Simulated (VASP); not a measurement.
# SrRe3 in VASP: a series of runs

The runs below take SrRe3 through single point, relaxation of cell and atoms, with PBE.

Everything below comes from runs of VASP 6.6.1. Logs are shortened: lines on timing, memory, paths and dates and some standing lists are left out, and cuts for length are marked.

### 1 The cell of the first run

Symmetry: P6/mmm, No. 191, hexagonal system. Conventional cell: a = 5.852 Å, b = 5.852 Å, c = 2.526 Å, α = 90.00°, β = 90.00°, γ = 120.00°. Within 3.3 Å of Sr (site symmetry 6/mmm) lie 2 Sr at 2.53 Å and 6 Re at 2.93 Å. Re (site symmetry mmm) has 6 Re at 2.53 to 2.93 Å and 2 Sr at 2.93 Å within 3.3 Å.

The cell was built from a structure type or drawn by symmetry, and may not be a known phase.

### 2 Single point, PBE

INCAR reads:

```
PREC     = Accurate       # precision mode
ENCUT    = 520            # plane-wave cutoff, eV
EDIFF    = 1E-7           # SCF threshold, eV
ISMEAR   = 0              # smearing method
SIGMA    = 0.1            # smearing width, eV
LREAL    = False          # projectors in reciprocal space
LASPH    = True           # aspherical terms in the spheres
NELM     = 80             # most SCF steps
ALGO     = Fast           # electronic algorithm
ISIF     = 2              # what is computed and relaxed
LWAVE    = False          # write WAVECAR
LCHARG   = False          # write CHGCAR
GGA      = PE             # functional
NBANDS   = 24             # bands
```

KPOINTS reads:

```
Automatic mesh
0
Gamma
  6 6 6
```

POSCAR reads:

```
SrRe3
1.0
    5.8519418786      0.0000000000      0.0000000000
   -2.9259709393      5.0679303284      0.0000000000
    0.0000000000      0.0000000000      2.5261804861
Sr Re
1 3
Direct
    0.0000000000      0.0000000000      0.0000000000
    0.4999983927      0.0000000000      0.0000000000
    0.0000000000      0.4999983927      0.0000000000
    0.5000016073      0.5000016073      0.0000000000
```

Potentials or basis: VASP PAW PBE potentials, release 64 (Sr_sv, Re).

Started as:

```sh
> cat potpaw_PBE.64/Sr_sv/POTCAR potpaw_PBE.64/Re/POTCAR > POTCAR
> mpirun -np 1 vasp_std > vasp.out
```

OUTCAR:

```text
PREC = Accurate
   ENCUT = 520
   EDIFF = 1E-7
   ISMEAR = 0
   LREAL = False
   LASPH = True
   NELM = 80
   ISIF = 2
   GGA = PE

 ion  position               nearest neighbor table
   1  0.000  0.000  0.000-   2 2.93   3 2.93   4 2.93   2 2.93   3 2.93   4 2.93   2 3.87   2 3.87
                             3 3.87   4 3.87   3 3.87   4 3.87   2 3.87   2 3.87   3 3.87   4 3.87
   2  0.500  0.000  0.000-   1 2.93   4 2.93   3 2.93   4 2.93   3 2.93   1 2.93   1 3.87   1 3.87
                             1 3.87   1 3.87
   3  0.000  0.500  0.000-   1 2.93   4 2.93   4 2.93   2 2.93   2 2.93   1 2.93   1 3.87   1 3.87
                             1 3.87   1 3.87
   4  0.500  0.500  0.000-   1 2.93   3 2.93   3 2.93   2 2.93   2 2.93   1 2.93   1 3.87   1 3.87
                             1 3.87   1 3.87

  LATTYP: Found a hexagonal cell.
 ALAT       =     5.8519418786
 C/A-ratio  =     0.4316824293

  Lattice vectors:

 A1 = (   5.8519418786,   0.0000000000,   0.0000000000)
 A2 = (  -2.9259709393,   5.0679303284,   0.0000000000)
 A3 = (   0.0000000000,   0.0000000000,   2.5261804861)

Analysis of symmetry for initial positions (statically):
=====================================================================
 Subroutine PRICEL returns:
 Original cell was already a primitive cell.

 Routine SETGRP: Setting up the symmetry group for a
 hexagonal supercell.

 Subroutine GETGRP returns: Found 24 space group operations
 (whereof 24 operations were pure point group operations)
 out of a pool of 24 trial point group operations.

The static configuration has the point symmetry D_6h.

Analysis of symmetry for dynamics (positions and initial velocities):
=====================================================================
 Subroutine PRICEL returns:
 Original cell was already a primitive cell.

 Routine SETGRP: Setting up the symmetry group for a
 hexagonal supercell.

 Subroutine GETGRP returns: Found 24 space group operations
 (whereof 24 operations were pure point group operations)
 out of a pool of 24 trial point group operations.

The dynamic configuration has the point symmetry D_6h.

 Subroutine INISYM returns: Found 24 space group operations
 (whereof 24 operations are pure point group operations),
 and found     1 'primitive' translations

----------------------------------------------------------------------------------------

                                     Primitive cell

  volume of cell :      74.9195

  direct lattice vectors                    reciprocal lattice vectors
     5.851941879  0.000000000  0.000000000     0.170883447  0.098659604  0.000000000
    -2.925970939  5.067930328  0.000000000     0.000000000  0.197319208  0.000000000
     0.000000000  0.000000000  2.526180486     0.000000000  0.000000000  0.395854534

  length of vectors
     5.851941879  5.851941879  2.526180486     0.197319208  0.197319208  0.395854534

  position of ions in fractional coordinates (direct lattice)
     0.000000000  0.000000000  0.000000000
     0.499998393  0.000000000  0.000000000
     0.000000000  0.499998393  0.000000000
     0.500001607  0.500001607  0.000000000

  ion indices of the primitive-cell ions
   primitive index   ion index
                 1           1
                 2           2
                 3           3
                 4           4

----------------------------------------------------------------------------------------

 KPOINTS: Automatic mesh

Automatic generation of k-mesh.
 Grid dimensions read from file:
 generate k-points for:    6    6    6

 Generating k-lattice:

  Cartesian coordinates                     Fractional coordinates (reciprocal lattice)
     0.028480575  0.016443267  0.000000000     0.166666667  0.000000000  0.000000000
     0.000000000  0.032886535  0.000000000     0.000000000  0.166666667  0.000000000
     0.000000000  0.000000000  0.065975756     0.000000000  0.000000000  0.166666667

  Length of vectors
     0.032886535  0.032886535  0.065975756

  Shift w.r.t. Gamma in fractional coordinates (k-lattice)
     0.000000000  0.000000000  0.000000000

 Subroutine IBZKPT returns following result:
 ===========================================

 Found     28 irreducible k-points:

 Following reciprocal coordinates:
            Coordinates               Weight
  0.000000  0.000000  0.000000      1.000000
  0.166667  0.000000  0.000000      6.000000
  0.333333  0.000000  0.000000      6.000000
  0.500000  0.000000  0.000000      3.000000
  0.166667  0.166667  0.000000      6.000000
  0.333333  0.166667  0.000000     12.000000
[... 16 lines left out ...]
  0.166667  0.000000  0.500000      6.000000
  0.333333  0.000000  0.500000      6.000000
 [... further k-points ...]
   k-points           NKPTS =     28   k-points in BZ     NKDIM =     28   number of bands    NBANDS=     24
   number of dos      NEDOS =    301   number of ions     NIONS =      4
   total plane-waves  NPLWV =  46080
   dimension x,y,z NGX =    48 NGY =   48 NGZ =   20
   dimension x,y,z NGXF=    96 NGYF=   96 NGZF=   40
   ions per type =               1   3
   NGX,Y,Z   is equivalent  to a cutoff of  13.64, 13.64, 13.16 a.u.
   NGXF,Y,Z  is equivalent  to a cutoff of  27.27, 27.27, 26.32 a.u.
 SYSTEM =  unknown system
   PREC   = accura    normal or accurate (medium, high low for compatibility)
   ISTART =      0    job   : 0-new  1-cont  2-samecut
   ICHARG =      2    charge: 1-file 2-atom 10-const
   ISPIN  =      1    spin polarized calculation?
   LNONCOLLINEAR =      F non collinear calculations
   LSORBIT =      F    spin-orbit coupling
   LASPH  =      T    aspherical Exc in radial PAW
   ENCUT  =  520.0 eV  38.22 Ry    6.18 a.u.  10.88 10.88  4.70*2*pi/ulx,y,z
   NELM   =     80;   NELMIN=  2; NELMDL= -5     # of ELM steps
   EDIFF  = 0.1E-06   stopping-criterion for ELM
   LREAL  =      F    real-space projection
   EDIFFG = 0.1E-05   stopping-criterion for IOM
   NSW    =      0    number of steps for IOM
   IBRION =     -1    ionic relax: 0-MD 1-quasi-New 2-CG
   NFREE  =      0    steps in history (QN), initial steepest desc. (CG)
   ISIF   =      2    stress and relaxation
   ISYM   =      2    0-nonsym 1-usesym 2-fastsym
   POTIM  = 0.5000    time-step for ionic-motion
   TEBEG  =    0.0;   TEEND  =   0.0 temperature during run
   PSTRESS=    0.0 pullay stress
   NELECT =      31.0000    total number of electrons
   NUPDOWN=      -1.0000    fix difference up-down
   EMIN   =  10.00;   EMAX   =-10.00  energy-range for DOS
   EFERMI =   0.00;   METHOD = LEGACY
   ISMEAR =     0;   SIGMA  =   0.10  broadening in eV -4-tet -1-fermi 0-gaus
   EFERMI_NEDOS =   21; number of points for ismear=-14 and -15
   IALGO  =     68    algorithm
   IMIX   =      4    mixing-type and parameters
     AMIX     =   0.40;   BMIX     =  1.00
     AMIX_MAG =   1.60;   BMIX_MAG =  1.00
  volume/ion in A,a.u.               =      18.73       126.40
  Fermi-wavevector in a.u.,A,eV,Ry     =   1.219917  2.305309 20.248166  1.488198
  Thomas-Fermi vector in A             =   2.355153
   LORBIT       =      0    0 simple, 1 ext, 2 COOP (PROOUT), +10 PAW based schemes
   GGA     = PE    functional components
   LHFCALC =     F    Hartree Fock is set to
   AEXX    =    0.0000 exact exchange contribution
   IVDW    =     0    specifies the selected vdW correction
   LEPSILON=     F    determine dielectric tensor
   LRPA    =     F    only Hartree local field effects (RPA)
 non-spin polarized calculation
 RMM-DIIS sequential band-by-band and
 Gauss-broadening in eV      SIGMA  =   0.10
  energy-cutoff  :      520.00
  volume of cell :       74.92
 maximum number of plane-waves:      2050
 NGX is ok and might be reduce to    48
   NGX = 21   NGY = 21   NGZ =  9

 number of electron      30.9999999 magnetization

 Free energy of the ion-electron system (eV)
  ---------------------------------------------------
  ext. energy  EPLUGINS =         0.00000000
  ---------------------------------------------------
  free energy    TOTEN  =       -32.53028664 eV

  energy without entropy =      -32.50590644  energy(sigma->0) =      -32.51809654

 E-fermi :   5.8869     XC(G=0): -12.1033

 val. band max:        5.8744771492   @ k =   0.1667   0.1667   0.5000
 cond. band min:       5.8921675600   @ k =   0.3333   0.1667   0.5000
 fundamental gap:      0.0176904109
 Fermi energy:         5.8869124006

 k-point     1 :       0.0000    0.0000    0.0000
  band No.  band energies     occupation
      1     -29.7232      2.00000
      2     -11.6500      2.00000
      3     -11.6500      2.00000
      4      -8.6383      2.00000
      5      -2.1110      2.00000
      6       0.3577      2.00000
[... 16 lines left out ...]
     23       9.0126      0.00000
     24       9.0126      0.00000

 k-point     2 :       0.1667    0.0000    0.0000
  band No.  band energies     occupation
      1     -29.7215      2.00000
      2     -11.6890      2.00000
      3     -11.6636      2.00000
      4      -8.6389      2.00000
      5      -1.8844      2.00000
      6       0.3133      2.00000
[... 16 lines left out ...]
     23       8.9909      0.00000
     24       9.2124      0.00000

 k-point     3 :       0.3333    0.0000    0.0000
  band No.  band energies     occupation
      1     -29.7182      2.00000
      2     -11.7654      2.00000
      3     -11.6905      2.00000
      4      -8.6401      2.00000
      5      -1.3055      2.00000
      6       0.0835      2.00000
[... 16 lines left out ...]
     23       8.9641      0.00000
     24       9.5280      0.00000
[... 514 lines left out ...]
 k-point    23 :       0.1667    0.0000    0.5000
  band No.  band energies     occupation
      1     -28.4132      2.00000
      2     -14.5157      2.00000
      3     -10.5842      2.00000
      4     -10.5649      2.00000
      5       0.6315      2.00000
      6       1.0515      2.00000
[... 16 lines left out ...]
     23      11.1737      0.00000
     24      11.5842      0.00000

 k-point    24 :       0.3333    0.0000    0.5000
  band No.  band energies     occupation
      1     -28.4101      2.00000
      2     -14.5189      2.00000
      3     -10.6429      2.00000
      4     -10.5857      2.00000
      5       0.9196      2.00000
      6       1.4084      2.00000
[... 16 lines left out ...]
     23      10.5663      0.00000
     24      11.2222      0.00000

 [... further k-points ...]

------------------------ aborting loop because EDIFF is reached ----------------------------------------

  FORCE on cell =-STRESS in cart. coord.  units (eV):
  Direction    XX          YY          ZZ          XY          YZ          ZX
  --------------------------------------------------------------------------------------
  -------------------------------------------------------------------------------------
  Total        0.1190185      0.1190185     -0.1691454     -0.0000000     -0.0000000      0.0000000
  in kB        2.5452486      2.5452486     -3.6172273     -0.0000000     -0.0000000      0.0000000
  external PRESSURE =       0.4910900 kB  Pullay stress =       0.0000000 kB

 VOLUME and BASIS-vectors are now :
 -----------------------------------------------------------------------------
  energy-cutoff  :      520.00
  volume of cell :       74.92
      direct lattice vectors                 reciprocal lattice vectors
     5.851941879  0.000000000  0.000000000     0.170883447  0.098659604  0.000000000
    -2.925970939  5.067930328  0.000000000     0.000000000  0.197319208  0.000000000
     0.000000000  0.000000000  2.526180486     0.000000000  0.000000000  0.395854534

 POSITION                                       TOTAL-FORCE (eV/Angst)
 -----------------------------------------------------------------------------------
      0.00000      0.00000      0.00000         0.000000      0.000000      0.000000
      2.92596      0.00000      0.00000        -0.000000      0.000000      0.000000
     -1.46298      2.53396      0.00000         0.000000      0.000000      0.000000
      1.46299      2.53397      0.00000         0.000000      0.000000      0.000000
 -----------------------------------------------------------------------------------
    total drift:                               -0.000000     -0.000000      0.000000

  FREE ENERGIE OF THE ION-ELECTRON SYSTEM (eV)
  ---------------------------------------------------
  free  energy   TOTEN  =       -32.5302866439 eV

  energy  without entropy=      -32.5059064427  energy(sigma->0) =      -32.51809654
```

Run time: 2.3 min. Hardware: 1 thread of Intel Xeon 6975P-C (Granite Rapids), shared host; peak memory 0.23 GiB.

Results:

```yaml
Free_energy: -32.5303 eV
Pressure: 0.0 GPa
Band_gap_on_the_k_mesh: zero (an odd number of electrons rules out a gap without spin polarisation)
```

Levels at points of the mesh, in eV from the Fermi level:
```
           k point  band 13  band 14  band 15  band 16  band 17  band 18
(0.00, 0.00, 0.00)    -0.76    -0.62     1.21     1.50     1.50     1.67
(0.50, 0.00, 0.00)    -1.99    -1.62    -0.58     0.25     1.56     1.73
(0.00, 0.00, 0.50)    -1.28    -1.28     0.14     0.35     0.35     2.58
(0.50, 0.00, 0.50)    -1.29    -0.71    -0.55    -0.43    -0.06    -0.03
```

Caveat: the k points lie up to 0.41 Å⁻¹ apart, too coarse for converged energies and pressures of a metal; spin-orbit coupling is left out, which moves the levels of the heavy elements.

### 3 Relaxation of cell and atoms, PBE

This run uses another cell than the first one, of 19.27 Å³/atom.

INCAR reads:

```
PREC = Accurate
ENCUT = 600
EDIFF = 1E-7
ISMEAR = 0
SIGMA = 0.1
LREAL = False
LASPH = True
NELM = 100
ALGO = Normal
ISIF = 3
LWAVE = False
LCHARG = False
GGA = PE
IBRION = 2
NSW = 90
EDIFFG = -0.04
```

KPOINTS reads:

```
regular mesh
0
Gamma
  6 6 6
```

POSCAR reads:

```
SrRe3
1.0
    5.1341844960      0.0000000000      0.0000000000
   -2.5670922480      4.4463342013      0.0000000000
    0.0000000000      0.0000000000      3.3766619741
Sr Re
1 3
Direct
    0.0000000000      0.0000000000      0.0000000000
    0.4870935306      0.0000000000      0.0000000000
    0.0000000000      0.4870935306      0.0000000000
    0.5129064694      0.5129064694      0.0000000000
```

Potentials or basis: VASP PAW PBE potentials, release 64 (Sr_sv, Re).

Started as:

```sh
> cat potpaw_PBE.64/Sr_sv/POTCAR potpaw_PBE.64/Re/POTCAR > POTCAR
> mpirun -np 1 vasp_std > vasp.out
```

Run time: 19 min. Hardware: 1 thread of Intel Xeon 6975P-C (Granite Rapids), shared host; peak memory 0.26 GiB.

The run converged. Its results:

```yaml
Free_energy: -32.5273 eV
Relaxed_volume: 18.75 Å³/atom
Relaxed_cell: a = 5.857 Å, b = 5.857 Å, c = 2.524 Å, α = 90.00°, β = 90.00°, γ = 120.00°
Space_group_after_relaxing_to_0.1_Å: P6/mmm (No. 191)
Pressure_after_relaxing: -0.1 GPa
Band_gap_on_the_k_mesh: zero (an odd number of electrons rules out a gap without spin polarisation)
```

Final structure:
```yaml
crystal:
  lattice:
    - [5.85723, 0.00000, 0.00000]
    - [-2.92862, 5.07251, 0.00000]
    - [0.00000, 0.00000, 2.52446]
  atoms:
    - { symbol: Sr, position: [0.00000, 0.00000, 0.00000] }
    - { symbol: Re, position: [0.50001, 0.00000, 0.00000] }
    - { symbol: Re, position: [0.00000, 0.50001, 0.00000] }
    - { symbol: Re, position: [0.49999, 0.49999, 0.00000] }
```

Levels at points of the mesh, in eV from the Fermi level:
```csv
k point,band 11,band 12,band 13,band 14,band 15,band 16,band 17,band 18,band 19
"(0.00, 0.00, 0.00)",-4.02,-0.76,-0.76,-0.62,1.23,1.48,1.69,1.69,1.72
"(0.50, 0.00, 0.00)",-2.61,-2.50,-2.00,-1.63,-0.58,0.25,1.58,2.13,2.15
"(0.00, 0.00, 0.50)",-2.19,-1.90,-1.29,-1.29,0.15,0.36,0.36,2.56,2.56
"(0.50, 0.00, 0.50)",-1.41,-1.36,-1.28,-0.70,-0.55,-0.43,-0.06,-0.03,1.14
```

Caveat: a cell axis changed by over 15 % at a fixed basis, so the end point is rough; spin-orbit coupling is left out, which moves the levels of the heavy elements.

### 4 Single point, PBE

This run uses another cell than the first one, of 18.89 Å³/atom.

INCAR reads:

```
SYSTEM = SrRe3
ALGO = Fast ; EDIFF = 1E-7
ENCUT = 520 ; GGA = PE
ISIF = 2 ; ISMEAR = 0
LASPH = .True. ; LCHARG = .False.
LREAL = .False. ; LWAVE = .False.
NBANDS = 24 ; NELM = 80
PREC = Accurate ; SIGMA = 0.1
```

KPOINTS reads:

```
k-points
0
Gamma
  12 12 18
  0 0 0
```

POSCAR reads:

```
SrRe3
1.0
    5.8337386824      0.0000000000      0.0000000000
   -2.9168693412      5.0521658980      0.0000000000
    0.0000000000      0.0000000000      2.5638849814
Sr Re
1 3
Direct
    0.0000000000      0.0000000000      0.0000000000
    0.5000000000      0.0000000000      0.0000000000
    0.0000000000      0.5000000000      0.0000000000
    0.5000000000      0.5000000000      0.0000000000
```

Started as:

```sh
> cat potpaw_PBE.64/Sr_sv/POTCAR potpaw_PBE.64/Re/POTCAR > POTCAR
> mpirun -np 1 vasp_std > vasp.out
```

Wall time 11 min (1 thread of Intel Xeon 6975P-C (Granite Rapids), shared host); peak memory 0.46 GiB.

Results (log left out):

```
Free energy            : -32.3679 eV
Pressure               : 0.0 GPa
Band gap on the k mesh : zero (an odd number of electrons rules out a gap without spin polarisation)
```

Stress tensor (GPa, compression positive):
```
 0.22  0.00  0.00
 0.00  0.22  0.00
 0.00  0.00 -0.45
```

Levels at points of the mesh, in eV from the Fermi level:
```
           k point  band 12  band 13  band 14  band 15  band 16  band 17  band 18  band 19
(0.00, 0.00, 0.00)    -0.70    -0.70    -0.55     1.03     1.53     1.53     1.58     1.58
(0.50, 0.00, 0.00)    -2.45    -1.88    -1.53    -0.52     0.33     1.40     1.63     2.01
(0.00, 0.00, 0.50)    -1.59    -1.00    -1.00     0.06     0.32     0.32     2.77     2.77
(0.50, 0.00, 0.50)    -1.37    -1.06    -0.77    -0.63    -0.35    -0.08    -0.07     1.13
```

Caveat: spin-orbit coupling is left out, which moves the levels of the heavy elements.

### 5 Overview

```csv
task,cell,k mesh,cutoff (eV),gap on the mesh (eV),pressure (GPa)
single point,"a = 5.852, b = 5.852, c = 2.526 Å, angles 90.0, 90.0, 120.0°, 4 atoms, atomic positions A",6 × 6 × 6,520,none,0.0
relaxation of cell and atoms,"relaxed from a = 5.134, b = 5.134, c = 3.377 Å, angles 90.0, 90.0, 120.0°, 4 atoms, atomic positions B",6 × 6 × 6,600,none,-0.1
single point,"a = 5.834, b = 5.834, c = 2.564 Å, angles 90.0, 90.0, 120.0°, 4 atoms, atomic positions A",12 × 12 × 18,520,none,0.0
```

Alike in all rows: level PBE; potentials or basis VASP PAW PBE potentials, release 64 (Sr_sv, Re); no spin polarisation; smearing gaussian 0.1 eV.

Caveats: some runs use coarse meshes; spin-orbit coupling is left out, which moves the levels of the heavy elements; a cell axis changed by over 15 % at a fixed basis, so the end point is rough (at least some runs).

Absolute energies hang on the potentials; compare differences alone.
